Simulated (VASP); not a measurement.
Set up this calculation in VASP 6.6.1, as the native input.

```yaml
Task: single point
Functional: r2SCAN
Potentials_or_basis: VASP PAW PBE potentials, release 64 (Rb_sv, Br)
Cutoff: 520 eV
k_mesh: 6 × 6 × 6
Occupations: gaussian, width 0.01 eV
Spin: no spin polarisation
Dipole_correction: no
Further_INCAR_settings: ALGO = Normal; EDIFF = 1e-07; NBANDS = 15
```

Crystal: RbBr.

```xyz
2
Lattice="0.0000 2.8884 2.8884 2.8884 0.0000 2.8884 2.8884 2.8884 0.0000" Properties=species:S:1:pos:R:3 pbc="T T T"
Rb    0.0000    0.0000    0.0000
Br    2.8884    2.8884    2.8884
```

The input as run:

POSCAR

```
RbBr
1.0
    0.0000000000      2.8884302942      2.8884302942
    2.8884302942      0.0000000000      2.8884302942
    2.8884302942      2.8884302942      0.0000000000
Rb Br
1 1
Direct
    0.0000000000      0.0000000000      0.0000000000
    0.5000000000      0.5000000000      0.5000000000
```

INCAR.step1

```
SYSTEM = RbBr
ALGO = Normal
EDIFF = 1E-4
ENCUT = 520
GGA = PE
ISMEAR = 0
LASPH = .True.
LCHARG = .False.
LREAL = .False.
LWAVE = .True.
NBANDS = 15
NELM = 80
PREC = Accurate
SIGMA = 0.01
```

INCAR.step2

```
SYSTEM = RbBr
ALGO = Normal
EDIFF = 1E-7
ENCUT = 520
ISIF = 2
ISMEAR = 0
ISTART = 1
LASPH = .True.
LCHARG = .True.
LELF = .True.
LMIXTAU = .True.
LREAL = .False.
LVHAR = .True.
LWAVE = .False.
METAGGA = R2SCAN
NBANDS = 15
NELM = 80
PREC = Accurate
SIGMA = 0.01
```

KPOINTS

```
k-points
0
Gamma
  6 6 6
  0 0 0
```

Potentials or basis: VASP PAW PBE potentials, release 64 (Rb_sv, Br).

Run with:

```sh
$ cat potpaw_PBE.64/Rb_sv/POTCAR potpaw_PBE.64/Br/POTCAR > POTCAR
$ cp INCAR.step1 INCAR
$ mpirun -np 1 vasp_std > vasp.out
$ cp INCAR.step2 INCAR
$ mpirun -np 1 vasp_std > vasp.out
```

It gave:

```json
{
  "Pressure": "30.2 GPa",
  "Band gap on the k mesh": "4.71 eV"
}
```

Caveat: the cell stands under pressure; the PAW data sets were made with another functional, which shifts forces and pressure a little.

It took 39 s on 1 thread of Intel(R) Xeon(R) Platinum 8488C (Sapphire Rapids), on a shared host, peak memory 0.17 GiB.
